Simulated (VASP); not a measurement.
Here is a VASP 6.6.1 calculation.

INCAR

```
PREC = Accurate ; ENCUT = 600
EDIFF = 1E-7 ; ISMEAR = 0
SIGMA = 0.02 ; LREAL = False
LASPH = True ; NELM = 120
ALGO = Normal ; ISIF = 3
LWAVE = False ; LCHARG = False
GGA = PE ; IVDW = 12
IBRION = 2 ; NSW = 100
EDIFFG = -0.002 ; GGA_COMPAT = False
NELMIN = 4
```

Contents of KPOINTS:

```
regular mesh
0
Gamma
  12 12 12
```

POSCAR

```
BN
1.0
    0.0000000000      1.8075000000      1.8075000000
    1.8075000000      0.0000000000      1.8075000000
    1.8075000000      1.8075000000      0.0000000000
B N
1 1
Direct
    0.0000000000      0.0000000000      0.0000000000
    0.2500000000      0.2500000000      0.2500000000
```

Potentials or basis: VASP PAW PBE potentials, release 64 (B, N).

Launch:

```bash
$ cat potpaw_PBE.64/B/POTCAR potpaw_PBE.64/N/POTCAR > POTCAR
$ mpirun -np 1 vasp_std > vasp.out
```

Problem. Estimate the relaxed cell.

Solution. a = 2.550 Å, b = 2.550 Å, c = 2.550 Å, α = 60.00°, β = 60.00°, γ = 60.00°.

Problem. What does it give for the relaxed volume?

Solution. 5.86 Å³/atom.

Problem. What does it give for the space group after relaxing (to 0.05 Å)?

Solution. F-43m (No. 216).

Problem. What does it give for the band gap on the k mesh?

Solution. 4.47 eV, indirect (least direct gap 8.85 eV).

Step by step:
| step | energy change (eV) | largest force (eV/Å) | pressure (GPa) | volume (Å³) |
| --- | --- | --- | --- | --- |
| 1 | 0.0000 | 0.0000 | -2.67 | 11.81 |
| 2 | 0.0000 | 0.0000 | 2.80 | 11.64 |
| 3 | -0.0007 | 0.0000 | 0.01 | 11.73 |

A k mesh can miss the band edges. PBE gaps usually lie below the measured ones, often by a third to a half.
